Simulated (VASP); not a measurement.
Wanted: the native input for a VASP 6.6.1 run.

```yaml
Task: relaxation of cell and atoms
Functional: BLYP
Potentials_or_basis: VASP PAW PBE potentials, release 64 (Ta_pv, Cu)
Cutoff: 600 eV
k_mesh: 7 × 7 × 7
Occupations: fermi-dirac, width 0.05 eV
Spin: no spin polarisation
Dipole_correction: no
Further_INCAR_settings: ALGO = Fast; EDIFF = 1e-06; IBRION = 2; EDIFFG = -0.01; NSW = 60; ISIF = 3
```

The structure of Ta3Cu lies in POSCAR:

```
Ta3Cu
1.0
   -2.0065070000      2.0065070000      4.2081700000
    2.0065070000     -2.0065070000      4.2081700000
    2.0065070000      2.0065070000     -4.2081700000
Ta Cu
3 1
Direct
    0.5000000000      0.5000000000      0.0000000000
    0.2500000000      0.7500000000      0.5000000000
    0.7500000000      0.2500000000      0.5000000000
    0.0000000000      0.0000000000      0.0000000000
```

The input as run:

INCAR

```
SYSTEM = Ta3Cu
PREC = Accurate
ENCUT = 600
EDIFF = 1E-6
ISMEAR = -1
SIGMA = 0.05
LREAL = .FALSE.
LASPH = .TRUE.
NELM = 80
ALGO = Fast
ISIF = 3
LWAVE = .FALSE.
LCHARG = .FALSE.
GGA = B5
ALDAX = 1.0
AGGAX = 1.0
AGGAC = 1.0
ALDAC = 0.0
IBRION = 2
NSW = 60
EDIFFG = -0.01
```

KPOINTS

```
regular mesh
0
G
  7 7 7
  0 0 0
```

Potentials or basis: VASP PAW PBE potentials, release 64 (Ta_pv, Cu).

Run with:

```console
$ cat potpaw_PBE.64/Ta_pv/POTCAR potpaw_PBE.64/Cu/POTCAR > POTCAR
$ mpirun -np 1 vasp_std > vasp.out
```

Results of the run:

```yaml
Relaxed_volume: 17.67 Å³/atom
Relaxed_cell: a = 5.130 Å, b = 5.130 Å, c = 5.130 Å, α = 133.10°, β = 133.10°, γ = 68.50°
Space_group_after_relaxing_to_0.1_Å: I4/mmm (No. 139)
Energy_gained_by_relaxing: 17.3 meV/atom
Ionic_steps: 6
Pressure_after_relaxing: 0.0 GPa
Band_gap_on_the_k_mesh: zero (bands 22 and 23 overlap by 0.93 eV)
```

Caveat: the PAW data sets were made with another functional, which shifts forces and pressure a little; spin-orbit coupling is left out, which moves the levels of the heavy elements.

It took 20 min on 1 thread of Intel(R) Xeon(R) Platinum 8259CL CPU @ 2.50GHz (Skylake/Cascade Lake), on a shared host, peak memory 0.31 GiB.
